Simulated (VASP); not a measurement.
Input of a VASP 6.6.1 run:

File INCAR:

```
SYSTEM = Pd
PREC = Accurate
ENCUT = 500
EDIFF = 1E-6
ISMEAR = -1
SIGMA = 0.25
LREAL = .False.
LASPH = .True.
NELM = 120
ALGO = Normal
ISIF = 2
LWAVE = .False.
LCHARG = .False.
GGA = PE
NBANDS = 11
GGA_COMPAT = .False.
```

The input KPOINTS:

```
Automatic mesh
0
Gamma
  11 11 11
  0 0 0
```

Contents of POSCAR:

```
Pd
1.0
    0.0000000000      1.9465000000      1.9465000000
    1.9465000000      0.0000000000      1.9465000000
    1.9465000000      1.9465000000      0.0000000000
Pd
1
Direct
    0.0000000000      0.0000000000      0.0000000000
```

Potentials or basis: VASP PAW PBE potentials, release 64 (Pd).

Run with:

```sh
$ cat potpaw_PBE.64/Pd/POTCAR > POTCAR
$ mpirun -np 1 vasp_std > vasp.out
```

Question: What does it give for the pressure?

Answer: 8.5 GPa.

Question: What does it give for the band gap on the k mesh?

Answer: Zero (band 5 reaches 10.01 eV, above the bottom of band 6 at 8.50 eV).
